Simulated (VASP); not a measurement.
# BiO5 (P-62m) in VASP: relaxation of cell and atoms with PBE

Aim: the relaxation of cell and atoms of BiO5 with PBE.

Program: VASP 6.6.1. These are calculated values, not measurements. Logs are shortened: lines on timing, memory, paths and dates and some standing lists are left out, and cuts for length are marked.

### Step 1. The cell of the first run

It takes space group P-62m (No. 189, hexagonal). Conventional cell: a = 5.077 Å, b = 5.077 Å, c = 4.562 Å, α = 90.00°, β = 90.00°, γ = 120.00°. Bi (site symmetry -62m) has 18 O at 2.93 to 3.96 Å within 4.0 Å. O (site symmetry m2m) has 10 O at 2.80 to 3.18 Å and 2 Bi at 2.93 Å within 3.7 Å. Within 3.7 Å of O (site symmetry -6) lie 9 O at 2.80 to 2.93 Å and 3 Bi at 2.93 Å.

The cell was built from a structure type or drawn by symmetry, and may not be a known phase.

### Step 2. Relaxation of cell and atoms, PBE

File INCAR:

```
  PREC = Accurate
  ENCUT = 600
  EDIFF = 1E-7
  ISMEAR = 0
  SIGMA = 0.2
  LREAL = F
  LASPH = T
  NELM = 120
  ALGO = Normal
  ISIF = 3
  LWAVE = F
  LCHARG = F
  GGA = PE
  IBRION = 2
  NSW = 36
  EDIFFG = -0.08
  GGA_COMPAT = F
  NELMIN = 4
```

File KPOINTS:

```
regular mesh
0
Gamma
  4 4 4
```

File POSCAR:

```
BiO5
1.0
    5.0767544700      0.0000000000      0.0000000000
   -2.5383772300      4.3965983400      0.0000000000
    0.0000000000      0.0000000000      4.5619424500
Bi O
1 5
Direct
    0.0000000000      0.0000000000      0.5000000000
    0.0000000000      0.6383360000      0.0000000000
    0.6383360000      0.0000000000      0.0000000000
    0.3616640000      0.3616640000      0.0000000000
    0.6666666700      0.3333333300      0.5000000000
    0.3333333300      0.6666666700      0.5000000000
```

Potentials or basis: VASP PAW PBE potentials, release 64 (Bi_d, O).

Launch:

```
$ cat potpaw_PBE.64/Bi_d/POTCAR potpaw_PBE.64/O/POTCAR > POTCAR
$ mpirun -np 1 vasp_std > vasp.out
```

OUTCAR:

```text
PREC = Accurate
   ENCUT = 600
   EDIFF = 1E-7
   ISMEAR = 0
   LREAL = F
   LASPH = T
   NELM = 120
   ISIF = 3
   GGA = PE
   IBRION = 2
   NSW = 36
   EDIFFG = -0.08
   NELMIN = 4

 ion  position               nearest neighbor table
   1  0.000  0.000  0.500-   2 2.93   2 2.93   3 2.93   3 2.93   4 2.93   4 2.93   6 2.93   5 2.93
                             6 2.93   5 2.93   5 2.93   6 2.93
   2  0.000  0.638  0.000-   1 2.93   1 2.93
   3  0.638  0.000  0.000-   1 2.93   1 2.93
   4  0.362  0.362  0.000-   1 2.93   1 2.93
   5  0.667  0.333  0.500-   1 2.93   1 2.93   1 2.93
   6  0.333  0.667  0.500-   1 2.93   1 2.93   1 2.93

  LATTYP: Found a hexagonal cell.
 ALAT       =     5.0767544700
 C/A-ratio  =     0.8985942647

  Lattice vectors:

 A1 = (   5.0767544700,   0.0000000000,   0.0000000000)
 A2 = (  -2.5383772300,   4.3965983400,   0.0000000000)
 A3 = (   0.0000000000,   0.0000000000,   4.5619424500)

Analysis of symmetry for initial positions (statically):
=====================================================================
 Subroutine PRICEL returns:
 Original cell was already a primitive cell.

 Routine SETGRP: Setting up the symmetry group for a
 hexagonal supercell.

 Subroutine GETGRP returns: Found 12 space group operations
 (whereof 12 operations were pure point group operations)
 out of a pool of 24 trial point group operations.

The static configuration has the point symmetry D_3h.

Analysis of symmetry for dynamics (positions and initial velocities):
=====================================================================
 Subroutine PRICEL returns:
 Original cell was already a primitive cell.

 Routine SETGRP: Setting up the symmetry group for a
 hexagonal supercell.

 Subroutine GETGRP returns: Found 12 space group operations
 (whereof 12 operations were pure point group operations)
 out of a pool of 24 trial point group operations.

The dynamic configuration has the point symmetry D_3h.

 Subroutine INISYM returns: Found 12 space group operations
 (whereof 12 operations are pure point group operations),
 and found     1 'primitive' translations

----------------------------------------------------------------------------------------

                                     Primitive cell

  volume of cell :     101.8246

  direct lattice vectors                    reciprocal lattice vectors
     5.076754470  0.000000000  0.000000000     0.196976239  0.113724284  0.000000000
    -2.538377230  4.396598340  0.000000000     0.000000000  0.227448569  0.000000000
     0.000000000  0.000000000  4.561942450     0.000000000  0.000000000  0.219204870

  length of vectors
     5.076754470  5.076754468  4.561942450     0.227448569  0.227448569  0.219204870
[... 76 lines left out ...]
   EDIFF  = 0.1E-06   stopping-criterion for ELM
   LREAL  =      F    real-space projection
   EDIFFG = -.8E-01   stopping-criterion for IOM
   NSW    =     36    number of steps for IOM
   IBRION =      2    ionic relax: 0-MD 1-quasi-New 2-CG
   NFREE  =      1    steps in history (QN), initial steepest desc. (CG)
   ISIF   =      3    stress and relaxation
   ISYM   =      2    0-nonsym 1-usesym 2-fastsym
   POTIM  = 0.5000    time-step for ionic-motion
   TEBEG  =    0.0;   TEEND  =   0.0 temperature during run
   PSTRESS=    0.0 pullay stress
   NELECT =      45.0000    total number of electrons
   NUPDOWN=      -1.0000    fix difference up-down
   EMIN   =  10.00;   EMAX   =-10.00  energy-range for DOS
   EFERMI =   0.00;   METHOD = LEGACY
   ISMEAR =     0;   SIGMA  =   0.20  broadening in eV -4-tet -1-fermi 0-gaus
   EFERMI_NEDOS =   21; number of points for ismear=-14 and -15
   IALGO  =     38    algorithm
   IMIX   =      4    mixing-type and parameters
     AMIX     =   0.40;   BMIX     =  1.00
     AMIX_MAG =   1.60;   BMIX_MAG =  1.00
  volume/ion in A,a.u.               =      16.97       114.52
  Fermi-wavevector in a.u.,A,eV,Ry     =   1.246986  2.356461 21.156691  1.554973
  Thomas-Fermi vector in A             =   2.381138
   LORBIT       =      0    0 simple, 1 ext, 2 COOP (PROOUT), +10 PAW based schemes
   GGA     = PE    functional components
   LHFCALC =     F    Hartree Fock is set to
   AEXX    =    0.0000 exact exchange contribution
   IVDW    =     0    specifies the selected vdW correction
   LEPSILON=     F    determine dielectric tensor
   LRPA    =     F    only Hartree local field effects (RPA)
 conjugate gradient relaxation of ions
 non-spin polarized calculation
 Gauss-broadening in eV      SIGMA  =   0.20
  energy-cutoff  :      600.00
  volume of cell :      101.82
 maximum number of plane-waves:      3433
 NGX is ok and might be reduce to    42
   NGX = 21   NGY = 21   NGZ = 19

--------------------------------------- Ionic step        1  -------------------------------------------

 number of electron      44.9999998 magnetization

 Free energy of the ion-electron system (eV)
  ---------------------------------------------------
  ext. energy  EPLUGINS =         0.00000000
  ---------------------------------------------------
  free energy    TOTEN  =       -18.75101950 eV

  energy without entropy =      -18.43704519  energy(sigma->0) =      -18.59403234

 E-fermi :  -0.0966     XC(G=0):  -9.3018

 val. band max:       -0.0983537815   @ k =   0.2500   0.0000   0.2500
 cond. band min:      -0.0920042621   @ k =   0.5000   0.0000   0.5000
 fundamental gap:      0.0063495194
 Fermi energy:        -0.0966151096

 k-point     1 :       0.0000    0.0000    0.0000
  band No.  band energies     occupation
      1     -22.8407      2.00000
      2     -22.8298      2.00000
      3     -22.8298      2.00000
      4     -22.8184      2.00000
      5     -22.8184      2.00000
      6     -16.6426      2.00000
[... 462 lines left out ...]
  FREE ENERGIE OF THE ION-ELECTRON SYSTEM (eV)
  ---------------------------------------------------
  free  energy   TOTEN  =       -22.7633462515 eV

  energy  without entropy=      -22.6276981231  energy(sigma->0) =      -22.69552219

[... ionic steps 4 to 20 ...]

--------------------------------------- Ionic step       21  -------------------------------------------

 number of electron      44.9999991 magnetization

------------------------ aborting loop because EDIFF is reached ----------------------------------------
[... 75 lines left out ...]
--------------------------------------- Ionic step       23  -------------------------------------------

 number of electron      44.9999993 magnetization

 Free energy of the ion-electron system (eV)
  ---------------------------------------------------
  ext. energy  EPLUGINS =         0.00000000
  ---------------------------------------------------
  free energy    TOTEN  =       -23.33175496 eV

  energy without entropy =      -23.23759591  energy(sigma->0) =      -23.28467543

 E-fermi :   4.5660     XC(G=0): -11.6047

 val. band max:        4.4557531505   @ k =   0.2500   0.2500   0.0000
 cond. band min:       4.5832107178   @ k =   0.2500   0.0000   0.2500
 fundamental gap:      0.1274575673
 Fermi energy:         4.5660409045

 k-point     1 :       0.0000    0.0000    0.0000
  band No.  band energies     occupation
      1     -17.8771      2.00000
      2     -17.7374      2.00000
      3     -17.7374      2.00000
      4     -17.6325      2.00000
      5     -17.6325      2.00000
      6     -15.1504      2.00000
[... 382 lines left out ...]
  FREE ENERGIE OF THE ION-ELECTRON SYSTEM (eV)
  ---------------------------------------------------
  free  energy   TOTEN  =       -23.3317549621 eV

  energy  without entropy=      -23.2375959069  energy(sigma->0) =      -23.28467543

 reached required accuracy - stopping structural energy minimisation
```

CONTCAR:

```text
BiO5
   1.00000000000000
     4.7504945810384873   -0.0000000006177129    0.0000000000000000
    -2.3752472863755258    4.1140489881755888   -0.0000000000000000
     0.0000000000000000    0.0000000000000000    3.2869004242046427
  Bi              O
     1     5
Direct
     0.0000000000000000    0.0000000000000000    0.5000000000000000
     0.0000000000000890    0.6573308607519751    0.0000000000000000
     0.6573308607521297    0.0000000000001661    0.0000000000000000
     0.3426691392477815    0.3426691392478587    0.0000000000000000
     0.6666666699999979    0.3333333300000021    0.5000000000000000
     0.3333333300000021    0.6666666699999979    0.5000000000000000

  0.00000000E+00  0.00000000E+00  0.00000000E+00
  0.00000000E+00  0.00000000E+00  0.00000000E+00
  0.00000000E+00  0.00000000E+00  0.00000000E+00
  0.00000000E+00  0.00000000E+00  0.00000000E+00
  0.00000000E+00  0.00000000E+00  0.00000000E+00
  0.00000000E+00  0.00000000E+00  0.00000000E+00
```

It took 6.4 min on 1 thread of Intel Xeon 6975P-C (Granite Rapids), shared host; peak memory 0.26 GiB.

Results:

* Free energy: -23.3318 eV
* Relaxed volume: 10.71 Å³/atom
* Relaxed cell: a = 4.750 Å, b = 4.750 Å, c = 3.287 Å, α = 90.00°, β = 90.00°, γ = 120.00°
* Space group after relaxing (to 0.1 Å): P-62m (No. 189)
* Energy gained by relaxing: 763.5 meV/atom
* Ionic steps: 23
* Pressure after relaxing: -0.7 GPa
* Largest force after relaxing: 0.021 eV/Å
* Band gap on the k mesh: zero (an odd number of electrons rules out a gap without spin polarisation)

Forces on the atoms (eV/Å):
```
Bi   0.000  0.000  0.000
O    0.011 -0.019  0.000
O   -0.021  0.000  0.000
O    0.011  0.019  0.000
O    0.000  0.000  0.000
O    0.000  0.000  0.000
```

The path:
```tsv
step	energy change (eV)	largest force (eV/Å)	pressure (GPa)	volume (Å³)
1	0.0000	0.2568	-20.28	101.82
2	-3.4145	0.1963	-14.47	73.34
3	-4.0123	0.2555	-3.53	63.54
4	-4.0333	0.2449	1.10	61.06
5	-4.0348	0.2481	-0.29	61.75
6	-4.1082	0.1672	0.55	61.40
7	-4.2981	0.1144	4.55	60.15
8	-3.8256	0.4210	22.36	56.69
9	-4.3350	0.2187	6.65	59.60
10	-4.3376	0.3119	9.09	59.02
11	-4.3606	0.3300	8.45	59.37
12	-4.3944	0.3858	6.85	60.36
13	-4.4203	0.3762	5.35	60.89
14	-4.4651	0.3465	1.26	62.50
15	-4.4699	0.3335	-0.34	63.21
16	-4.4759	0.3256	-0.33	63.22
17	-4.4931	0.3070	-0.31	63.28
18	-4.5244	0.2857	-0.31	63.40
19	-4.5717	0.1765	-0.05	63.61
20	-4.4685	0.6508	3.87	64.00
21	-4.5782	0.0762	0.32	63.68
22	-4.5785	0.0447	0.45	63.70
23	-4.5807	0.0214	-0.71	64.24
```

Final structure:
```cif
data_structure
_symmetry_space_group_name_H-M 'P 1'
_symmetry_Int_Tables_number 1
_cell_length_a 4.7505
_cell_length_b 4.7505
_cell_length_c 3.2869
_cell_angle_alpha 90.000
_cell_angle_beta 90.000
_cell_angle_gamma 120.000
_cell_volume 64.24
loop_
_atom_site_label
_atom_site_type_symbol
_atom_site_fract_x
_atom_site_fract_y
_atom_site_fract_z
_atom_site_occupancy
Bi1 Bi 0.00000 0.00000 0.50000 1
O1 O 0.00000 0.65733 0.00000 1
O2 O 0.65733 0.00000 0.00000 1
O3 O 0.34267 0.34267 0.00000 1
O4 O 0.66667 0.33333 0.50000 1
O5 O 0.33333 0.66667 0.50000 1
```

Caveat: the volume moved by over 15 % at a fixed basis, so the end points are rough; spin-orbit coupling is left out, which moves the levels of the heavy elements; an odd number of electrons without spin polarisation forces a metal; a magnetic or distorted state may lie lower.
